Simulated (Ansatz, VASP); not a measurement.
# Two plane-wave programs on LiBPt

File INCAR:

```
ALGO = Fast
EDIFF = 1E-6
EDIFFG = -0.01
ENCUT = 600
GGA = PE
IBRION = 2
ISIF = 3
ISMEAR = 0
LASPH = T
LCHARG = F
LREAL = F
LWAVE = F
NELM = 80
NSW = 100
PREC = Accurate
SIGMA = 0.1
```

KPOINTS

```
k-points
0
Gamma
  16 16 10
```

Contents of POSCAR:

```
LiBPt
1.0
    3.0412801697      0.0000000000      0.0000000000
    0.0000000000      3.0412801697      0.0000000000
    0.0000000000      0.0000000000      4.5389262138
Li B Pt
1 1 1
Direct
    0.5000000000      0.5000000000      0.5000000000
    0.5000000000      0.5000000000      0.0000000000
    0.0000000000      0.0000000000      0.0000000000
```

Input for Ansatz:

```yaml
crystal:
  lattice:
    - [3.0412801697, 0.0, 0.0]
    - [0.0, 3.0412801697, 0.0]
    - [0.0, 0.0, 4.5389262138]
  atoms:
    - { symbol: Li, position: [0.5, 0.5, 0.5] }
    - { symbol: B, position: [0.5, 0.5, 0.0] }
    - { symbol: Pt, position: [0.0, 0.0, 0.0] }
basis:
  ecutwfc: 420
kpoints:
  mp_grid: { grid: [16, 16, 10] }
hamiltonian:
  xc: pbe
scf:
  occupations: { method: gaussian, width: 0.1 }
output:
  forces: true
  stress: true
  eigenvalues: true
relax:
  adjacent_minimum: "off"
  f_tol: 0.01
  max_steps: 80
  cell: { stress_tol: 0.05 }
```

Change from the starting cell: species swapped into the LiHPd type (P4/mmm, No. 123).

Alike in both runs: task relaxation of cell and atoms; functional PBE; k mesh 16 × 16 × 10; occupations gaussian, width 0.1 eV; no spin polarisation.

|  | VASP | Ansatz |
| --- | --- | --- |
| version | VASP 6.6.1 | Ansatz 0.2.0 |
| potentials or method | VASP PAW PBE potentials, release 64 (Li_sv, B, Pt), cutoff 600 eV | scalar-relativistic, plane waves, PAW |
| valence electrons in the cell | 16 | 24 |

Ansatz gave:

- gap on the k mesh at the Fermi level, each at its own relaxed structure (eV): none
- relaxed volume (Å³/atom): 14.10
- relaxed length of the cell vector where the two differ most in proportion (Å): 3.042

**Question.** What did VASP give for the same quantities?

**Answer.** gap on the k mesh at the Fermi level, each at its own relaxed structure (eV): none; relaxed volume (Å³/atom): 14.09; relaxed length of the cell vector where the two differ most in proportion (Å): 3.042.

A gap of «none» marks a metal or a gap that the smearing closes. VASP's potentials hold 16 valence electrons a cell and Ansatz's 24, so a difference there can come from the potentials and not from the codes.

Spin-orbit coupling is off throughout. Noted on VASP's run: the cutoff is under 1.25 times that of the potentials, so the pressure is a little rough.
